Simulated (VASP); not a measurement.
## PbSe (base): single point with PBE+D3(BJ)

The system is PbSe (base).

```
Pb Se
1.0
     0.00000    3.06708    3.06708
     3.06708    0.00000    3.06708
     3.06708    3.06708    0.00000
Pb Se
1 1
Direct
  0.00000 0.00000 0.00000
  0.50000 0.50000 0.50000
```

```yaml
Program: VASP 6.6.1
Task: single point
Functional: PBE
Dispersion: D3(BJ)
Potentials_or_basis: VASP PAW PBE potentials, release 64 (Pb_d, Se)
Cutoff: 500 eV
k_mesh: 10 × 10 × 10
Occupations: gaussian, width 0.02 eV
Spin: no spin polarisation
```

- Pressure: 0.0 GPa
- Band gap on the k mesh: 0.31 eV, direct
- Dispersion energy per atom: -0.366 eV

Levels at points of the mesh, in eV from the valence-band top:
| k point | band 8 | band 9 | band 10 | band 11 | band 12 | band 13 |
| --- | --- | --- | --- | --- | --- | --- |
| (0.00, 0.00, 0.00) | -1.85 | -1.85 | -1.85 | 4.70 | 4.70 | 4.70 |
| (0.50, 0.00, 0.00) | -1.44 | -1.44 | 0.00 | 0.31 | 1.72 | 1.72 |
| (0.50, 0.50, 0.00) | -4.93 | -3.19 | -3.19 | 3.73 | 5.59 | 5.59 |

Run time: 19 s on 1 thread of Intel(R) Xeon(R) Platinum 8559C (Emerald Rapids), with other jobs on the host, peak memory 0.2 GiB.

Caveat: spin-orbit coupling is left out, which moves the levels of the heavy elements. A k mesh can miss the band edges.
